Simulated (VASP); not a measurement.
A run of VASP 6.6.1:

INCAR

```
SYSTEM = C
PREC = Accurate
ENCUT = 600
EDIFF = 1E-7
ISMEAR = -1
SIGMA = 0.1
LREAL = .FALSE.
LASPH = .TRUE.
NELM = 120
ALGO = Normal
ISIF = 3
LWAVE = .FALSE.
LCHARG = .FALSE.
GGA = PS
IBRION = 2
NSW = 80
EDIFFG = -0.03
GGA_COMPAT = .FALSE.
NELMIN = 4
```

The input KPOINTS:

```
regular mesh
0
G
  8 8 8
  0 0 0
```

POSCAR

```
C
1.0
    3.6350000000      0.0000000000      0.0000000000
    2.8052588632      2.3116547559      0.0000000000
    2.8052588632      1.0069144937      2.0808341868
C
2
Direct
    0.8360000000      0.8360000000      0.8360000000
    0.1640000000      0.1640000000      0.1640000000
```

Potentials or basis: VASP PAW PBE potentials, release 64 (C).

Run with:

```bash
$ cat potpaw_PBE.64/C/POTCAR > POTCAR
$ mpirun -np 1 vasp_std > vasp.out
```

Hardware: 1 thread of Intel(R) Xeon(R) 6975P-C (Granite Rapids), on a shared host.

How long does it take, and how much memory?

It took 43 s on 1 thread of Intel(R) Xeon(R) 6975P-C (Granite Rapids), with other jobs on the host, peak memory 0.16 GiB. Counts: scf iterations 59, k points 65, ion steps 8.
